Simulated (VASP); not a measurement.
# Si (a cell with a defect) in VASP: single point with PBE

Aim: the single point of Si (a cell with a defect) with PBE.

All numbers are computed with VASP 6.6.1; they aren't measurements. Logs are shortened: lines on timing, memory, paths and dates and some standing lists are left out, and cuts for length are marked.

## 1. The cell of the first run

The cell holds a defect, 53 atoms: a = 11.604 Å, b = 11.604 Å, c = 11.604 Å, α = 60.00°, β = 60.00°, γ = 60.00°.

## 2. Single point, PBE

Contents of INCAR:

```
SYSTEM = Si
PREC = Accurate ; ENCUT = 400
EDIFF = 1E-6 ; ISMEAR = 0
SIGMA = 0.02 ; LREAL = Auto
LASPH = .True. ; NELM = 120
ALGO = Normal ; ISIF = 2
LWAVE = .False. ; LCHARG = .False.
GGA = PE ; NBANDS = 138
GGA_COMPAT = .False.
```

Contents of KPOINTS:

```
regular mesh
0
Gamma
  2 2 2
  0 0 0
```

Contents of POSCAR:

```
Si
1.0
    8.2051406440      0.0000000000      8.2051406440
    8.2051406440      8.2051406440      0.0000000000
    0.0000000000      8.2051406440      8.2051406440
Si
53
Direct
    0.1946489487      0.1946489487      0.1946487049
    0.2478841117      0.5802463610      0.2478842336
    0.2504229469      0.9339056858      0.2504228250
    0.5802464219      0.2478841726      0.2478841726
    0.5812055158      0.5812055158      0.2495302748
    0.5832523424      0.9160615066      0.2493913985
    0.9339056248      0.2504230079      0.2504228860
    0.9160614456      0.5832522814      0.2493914594
    0.9188354383      0.9188354383      0.2501542739
    0.2478841726      0.2478841726      0.5802465438
    0.2495301530      0.5812056376      0.5812056376
    0.2493915204      0.9160615066      0.5832522205
    0.5812055767      0.2495302139      0.5812055767
    0.5824167686      0.5824167686      0.5824168905
    0.5829674600      0.9161946548      0.5829674600
    0.9160615066      0.2493915204      0.5832522205
    0.9161946548      0.5829674600      0.5829674600
    0.9168692929      0.9168694147      0.5835203451
    0.2504229469      0.2504229469      0.9339055639
    0.2493913985      0.5832522205      0.9160616284
    0.2501543348      0.9188353774      0.9188353774
    0.5832522205      0.2493913985      0.9160616284
    0.5829674600      0.5829674600      0.9161946548
    0.5835204060      0.9168692319      0.9168693538
    0.9188353774      0.2501543348      0.9188353774
    0.9168692319      0.5835204060      0.9168693538
    0.9169606380      0.9169606380      0.9169605161
    0.1660585795      0.4884405002      0.1660588233
    0.1686949146      0.8385600928      0.1686947927
    0.4884406220      0.1660585795      0.1660588233
    0.4977429611      0.4977430829      0.1661669262
    0.4999059953      0.8320861636      0.1674195556
    0.8385600928      0.1686949146      0.1686947927
    0.8320861636      0.4999059953      0.1674195556
    0.8358650750      0.8358650750      0.1661690590
    0.1660586404      0.1660586404      0.4884408048
    0.1661669262      0.4977430829      0.4977430829
    0.1674195556      0.8320862854      0.4999058734
    0.4977429611      0.1661669262      0.4977430829
    0.4990024763      0.4990025982      0.4990025982
    0.4997658392      0.8325336879      0.4997658392
    0.8320862854      0.1674195556      0.4999058734
    0.8325336270      0.4997659002      0.4997659002
    0.8332529930      0.8332529930      0.5004161633
    0.1686948536      0.1686947318      0.8385601538
    0.1674194946      0.4999059343      0.8320863464
    0.1661692418      0.8358650141      0.8358650141
    0.4999059343      0.1674194946      0.8320863464
    0.4997658392      0.4997658392      0.8325336879
    0.5004161633      0.8332529930      0.8332529930
    0.8358650750      0.1661691809      0.8358649532
    0.8332529930      0.5004161633      0.8332529930
    0.8335461629      0.8335461629      0.8335461629
```

Potentials or basis: VASP PAW PBE potentials, release 64 (Si).

On the command line:

```bash
> cat potpaw_PBE.64/Si/POTCAR > POTCAR
> mpirun -np 1 vasp_std > vasp.out
```

OUTCAR:

```text
SYSTEM = Si
   PREC = Accurate
   ENCUT = 400
   EDIFF = 1E-6
   ISMEAR = 0
   LREAL = Auto
   LASPH = .True.
   NELM = 120
   ISIF = 2
   GGA = PE

 ion  position               nearest neighbor table
   1  0.195  0.195  0.195-  19 2.55   3 2.55   7 2.55  28 3.11  30 3.11  36 3.11
   2  0.248  0.580  0.248-  31 2.37  37 2.37  28 2.42  29 2.45
   3  0.250  0.934  0.250-  38 2.37  32 2.37  29 2.45   1 2.55
   4  0.580  0.248  0.248-  31 2.37  39 2.37  30 2.42  33 2.45
   5  0.581  0.581  0.250-  40 2.36  31 2.37  34 2.38  32 2.38
   6  0.583  0.916  0.249-  32 2.36  41 2.37  30 2.37  35 2.39
   7  0.934  0.250  0.250-  42 2.37  34 2.37  33 2.45   1 2.55
[... 44 lines left out ...]
  52  0.833  0.500  0.833-  17 2.37  23 2.37  25 2.37  26 2.37
  53  0.834  0.834  0.834-  24 2.37  26 2.37  18 2.37  27 2.37

  LATTYP: Found a face centered cubic cell.
 ALAT       =    16.4102812880

  Lattice vectors:

 A1 = (   8.2051406440,   0.0000000000,   8.2051406440)
 A2 = (   8.2051406440,   8.2051406440,   0.0000000000)
 A3 = (   0.0000000000,   8.2051406440,   8.2051406440)

Analysis of symmetry for initial positions (statically):
=====================================================================
 Subroutine PRICEL returns:
 Original cell was already a primitive cell.

 Routine SETGRP: Setting up the symmetry group for a
 face centered cubic supercell.

 Subroutine GETGRP returns: Found  6 space group operations
 (whereof  6 operations were pure point group operations)
 out of a pool of 48 trial point group operations.

The static configuration has the point symmetry C_3v.

Analysis of symmetry for dynamics (positions and initial velocities):
=====================================================================
 Subroutine PRICEL returns:
 Original cell was already a primitive cell.

 Routine SETGRP: Setting up the symmetry group for a
 face centered cubic supercell.

 Subroutine GETGRP returns: Found  6 space group operations
 (whereof  6 operations were pure point group operations)
 out of a pool of 48 trial point group operations.

The dynamic configuration has the point symmetry C_3v.

 Subroutine INISYM returns: Found  6 space group operations
 (whereof  6 operations are pure point group operations),
 and found     1 'primitive' translations

----------------------------------------------------------------------------------------

                                     Primitive cell

  volume of cell :    1104.8112

  direct lattice vectors                    reciprocal lattice vectors
     8.205140644  0.000000000  8.205140644     0.060937408 -0.060937408  0.060937408
     8.205140644  8.205140644  0.000000000     0.060937408  0.060937408 -0.060937408
     0.000000000  8.205140644  8.205140644    -0.060937408  0.060937408  0.060937408

  length of vectors
    11.603821180 11.603821180 11.603821180     0.105546686  0.105546686  0.105546686

  position of ions in fractional coordinates (direct lattice)
     0.194648949  0.194648949  0.194648705
     0.247884112  0.580246361  0.247884234
     0.250422947  0.933905686  0.250422825
     0.580246422  0.247884173  0.247884173
     0.581205516  0.581205516  0.249530275
     0.583252342  0.916061507  0.249391399
[... 45 lines left out ...]
     0.833252993  0.500416163  0.833252993
     0.833546163  0.833546163  0.833546163

  ion indices of the primitive-cell ions
   primitive index   ion index
                 1           1
                 2           2
                 3           3
                 4           4
                 5           5
                 6           6
[... 45 lines left out ...]
                52          52
                53          53

----------------------------------------------------------------------------------------

 KPOINTS: regular mesh

Automatic generation of k-mesh.
 Grid dimensions read from file:
 generate k-points for:    2    2    2

 Generating k-lattice:

  Cartesian coordinates                     Fractional coordinates (reciprocal lattice)
     0.030468704 -0.030468704  0.030468704     0.500000000  0.000000000  0.000000000
     0.030468704  0.030468704 -0.030468704     0.000000000  0.500000000  0.000000000
    -0.030468704  0.030468704  0.030468704     0.000000000  0.000000000  0.500000000

  Length of vectors
     0.052773343  0.052773343  0.052773343

  Shift w.r.t. Gamma in fractional coordinates (k-lattice)
     0.000000000  0.000000000  0.000000000

 Subroutine IBZKPT returns following result:
 ===========================================

 Found      4 irreducible k-points:

 Following reciprocal coordinates:
            Coordinates               Weight
  0.000000  0.000000  0.000000      1.000000
  0.500000  0.000000  0.000000      3.000000
  0.500000  0.500000  0.500000      1.000000
  0.500000  0.500000  0.000000      3.000000
   k-points           NKPTS =      4   k-points in BZ     NKDIM =      4   number of bands    NBANDS=    138
   number of dos      NEDOS =    301   number of ions     NIONS =     53
   total plane-waves  NPLWV = 512000
   dimension x,y,z NGX =    80 NGY =   80 NGZ =   80
   dimension x,y,z NGXF=   160 NGYF=  160 NGZF=  160
   ions per type =              53
   NGX,Y,Z   is equivalent  to a cutoff of  11.46, 11.46, 11.46 a.u.
   NGXF,Y,Z  is equivalent  to a cutoff of  22.92, 22.92, 22.92 a.u.
 SYSTEM =  Si
   PREC   = accura    normal or accurate (medium, high low for compatibility)
   ISTART =      0    job   : 0-new  1-cont  2-samecut
   ICHARG =      2    charge: 1-file 2-atom 10-const
   ISPIN  =      1    spin polarized calculation?
   LNONCOLLINEAR =      F non collinear calculations
   LSORBIT =      F    spin-orbit coupling
   LASPH  =      T    aspherical Exc in radial PAW
   ENCUT  =  400.0 eV  29.40 Ry    5.42 a.u.  18.92 18.92 18.92*2*pi/ulx,y,z
   NELM   =    120;   NELMIN=  2; NELMDL= -5     # of ELM steps
   EDIFF  = 0.1E-05   stopping-criterion for ELM
   LREAL  =      T    real-space projection
   EDIFFG = 0.1E-04   stopping-criterion for IOM
   NSW    =      0    number of steps for IOM
   IBRION =     -1    ionic relax: 0-MD 1-quasi-New 2-CG
   NFREE  =      0    steps in history (QN), initial steepest desc. (CG)
   ISIF   =      2    stress and relaxation
   ISYM   =      2    0-nonsym 1-usesym 2-fastsym
   POTIM  = 0.5000    time-step for ionic-motion
   TEBEG  =    0.0;   TEEND  =   0.0 temperature during run
   PSTRESS=    0.0 pullay stress
   NELECT =     212.0000    total number of electrons
   NUPDOWN=      -1.0000    fix difference up-down
   EMIN   =  10.00;   EMAX   =-10.00  energy-range for DOS
   EFERMI =   0.00;   METHOD = LEGACY
   ISMEAR =     0;   SIGMA  =   0.02  broadening in eV -4-tet -1-fermi 0-gaus
   EFERMI_NEDOS =   21; number of points for ismear=-14 and -15
   IALGO  =     38    algorithm
   IMIX   =      4    mixing-type and parameters
     AMIX     =   0.40;   BMIX     =  1.00
     AMIX_MAG =   1.60;   BMIX_MAG =  1.00
  volume/ion in A,a.u.               =      20.85       140.67
  Fermi-wavevector in a.u.,A,eV,Ry     =   0.944258  1.784389 12.131274  0.891624
  Thomas-Fermi vector in A             =   2.072045
   LORBIT       =      0    0 simple, 1 ext, 2 COOP (PROOUT), +10 PAW based schemes
   GGA     = PE    functional components
   LHFCALC =     F    Hartree Fock is set to
   AEXX    =    0.0000 exact exchange contribution
   IVDW    =     0    specifies the selected vdW correction
   LEPSILON=     F    determine dielectric tensor
   LRPA    =     F    only Hartree local field effects (RPA)
 non-spin polarized calculation
 Gauss-broadening in eV      SIGMA  =   0.02
  energy-cutoff  :      400.00
  volume of cell :     1104.81
 maximum number of plane-waves:     20107
 NGX is ok and might be reduce to    80
   NGX = 37   NGY = 37   NGZ = 37

 number of electron     212.0000003 magnetization

 Free energy of the ion-electron system (eV)
  ---------------------------------------------------
  ext. energy  EPLUGINS =         0.00000000
  ---------------------------------------------------
  free energy    TOTEN  =      -283.54264576 eV

  energy without entropy =     -283.53878917  energy(sigma->0) =     -283.54071747

 E-fermi :   5.6903     XC(G=0):  -9.2725

 val. band max:        5.2277354807   @ k =   0.0000   0.0000   0.0000
 cond. band min:       5.6963893010   @ k =   0.5000   0.5000   0.0000
 fundamental gap:      0.4686538203
 Fermi energy:         5.6902978751

 k-point     1 :       0.0000    0.0000    0.0000
  band No.  band energies     occupation
      1      -6.2810      2.00000
      2      -5.0300      2.00000
      3      -4.9917      2.00000
      4      -4.9917      2.00000
      5      -4.9900      2.00000
      6      -4.9316      2.00000
[... 110 lines left out ...]
    117       7.0272      0.00000
    118       7.0272      0.00000

 k-point     2 :       0.5000    0.0000    0.0000
  band No.  band energies     occupation
      1      -5.9771      2.00000
      2      -5.8794      2.00000
      3      -5.0785      2.00000
      4      -5.0595      2.00000
      5      -5.0529      2.00000
      6      -5.0164      2.00000
[... 110 lines left out ...]
    117       7.4320      0.00000
    118       7.4673      0.00000

 k-point     3 :       0.5000    0.5000    0.5000
  band No.  band energies     occupation
      1      -5.9330      2.00000
      2      -5.9267      2.00000
      3      -5.0673      2.00000
      4      -5.0673      2.00000
      5      -5.0670      2.00000
      6      -5.0000      2.00000
[... 110 lines left out ...]
    117       7.4348      0.00000
    118       7.4915      0.00000

 k-point     4 :       0.5000    0.5000    0.0000
  band No.  band energies     occupation
      1      -5.8387      2.00000
      2      -5.7939      2.00000
      3      -5.4011      2.00000
      4      -5.3770      2.00000
      5      -5.3476      2.00000
      6      -5.2421      2.00000
[... 110 lines left out ...]
    117       7.5506      0.00000
    118       7.5735      0.00000
 [bands above 118 left out]

------------------------ aborting loop because EDIFF is reached ----------------------------------------

  FORCE on cell =-STRESS in cart. coord.  units (eV):
  Direction    XX          YY          ZZ          XY          YZ          ZX
  --------------------------------------------------------------------------------------
  -------------------------------------------------------------------------------------
  Total      -10.4976331    -10.4976331    -10.4976331     -2.6385378     -2.6385378     -2.6385378
  in kB      -15.2234781    -15.2234781    -15.2234781     -3.8263598     -3.8263598     -3.8263598
  external PRESSURE =     -15.2234781 kB  Pullay stress =       0.0000000 kB

 VOLUME and BASIS-vectors are now :
 -----------------------------------------------------------------------------
  energy-cutoff  :      400.00
  volume of cell :     1104.81
      direct lattice vectors                 reciprocal lattice vectors
     8.205140644  0.000000000  8.205140644     0.060937408 -0.060937408  0.060937408
     8.205140644  8.205140644  0.000000000     0.060937408  0.060937408 -0.060937408
     0.000000000  8.205140644  8.205140644    -0.060937408  0.060937408  0.060937408

 POSITION                                       TOTAL-FORCE (eV/Angst)
 -----------------------------------------------------------------------------------
      3.19424      3.19424      3.19424        -0.323331     -0.323331     -0.323331
      6.79493      6.79493      4.06785         0.023765      0.023765     -0.019889
      9.71758      9.71758      4.10951        -0.028385     -0.028385      0.000876
      6.79493      4.06785      6.79493         0.023765     -0.019889      0.023765
      9.53775      6.81630      6.81630         0.031769      0.004821      0.004821
     12.30208      9.56271      6.83196        -0.010069      0.009163     -0.002095
[... 45 lines left out ...]
     10.94294     10.94294     13.67392         0.014356      0.014356      0.009792
     13.67873     13.67873     13.67873        -0.023149     -0.023149     -0.023149
 -----------------------------------------------------------------------------------
    total drift:                                0.001042      0.000612      0.000767

  FREE ENERGIE OF THE ION-ELECTRON SYSTEM (eV)
  ---------------------------------------------------
  free  energy   TOTEN  =      -283.5426457592 eV

  energy  without entropy=     -283.5387891738  energy(sigma->0) =     -283.54071747
```

Run time: 27 min. Hardware: 1 thread of Oxide Virtual Turin-like, shared host; peak memory 0.97 GiB.

Results:

```yaml
Free_energy: -283.5426 eV
Pressure: -1.5 GPa
Largest_force: 0.560 eV/Å
Band_gap_on_the_k_mesh: zero (bands 106 and 107 overlap by 0.34 eV)
```

Forces in eV/Å, atoms in the order of the input:
```
Si  -0.323 -0.323 -0.323
Si   0.024  0.024 -0.020
Si  -0.028 -0.028  0.001
Si   0.024 -0.020  0.024
Si   0.032  0.005  0.005
Si  -0.010  0.009 -0.002
Si  -0.028  0.001 -0.028
Si  -0.010 -0.002  0.009
Si   0.006  0.002  0.002
Si  -0.020  0.024  0.024
Si   0.005  0.032  0.005
Si   0.009 -0.010 -0.002
Si   0.005  0.005  0.032
Si   0.013  0.013  0.013
Si  -0.010 -0.010  0.003
Si   0.009 -0.002 -0.010
Si  -0.010  0.003 -0.010
Si   0.022  0.001  0.001
Si   0.001 -0.028 -0.028
Si  -0.002 -0.010  0.009
Si   0.002  0.006  0.002
Si  -0.002  0.009 -0.010
Si   0.003 -0.010 -0.010
Si   0.001  0.022  0.001
Si   0.002  0.002  0.006
Si   0.001  0.001  0.022
Si  -0.006 -0.006 -0.006
Si   0.080  0.080  0.011
Si   0.016  0.016  0.025
Si   0.080  0.011  0.080
Si   0.020  0.013  0.013
Si   0.007  0.010 -0.012
Si   0.016  0.025  0.016
Si   0.007 -0.012  0.010
Si  -0.022  0.009  0.009
Si   0.011  0.080  0.080
Si   0.013  0.020  0.013
Si   0.010  0.007 -0.012
Si   0.013  0.013  0.020
Si   0.005  0.005  0.005
Si  -0.003 -0.003 -0.003
Si   0.010 -0.012  0.007
Si  -0.003 -0.003 -0.003
Si   0.010  0.014  0.014
Si   0.025  0.016  0.016
Si  -0.012  0.007  0.010
Si   0.009 -0.022  0.009
Si  -0.012  0.010  0.007
Si  -0.003 -0.003 -0.003
Si   0.014  0.010  0.014
Si   0.009  0.009 -0.022
Si   0.014  0.014  0.010
Si  -0.023 -0.023 -0.023
```

The gap in the log of VASP goes by the Fermi energy; the results here count the filled bands.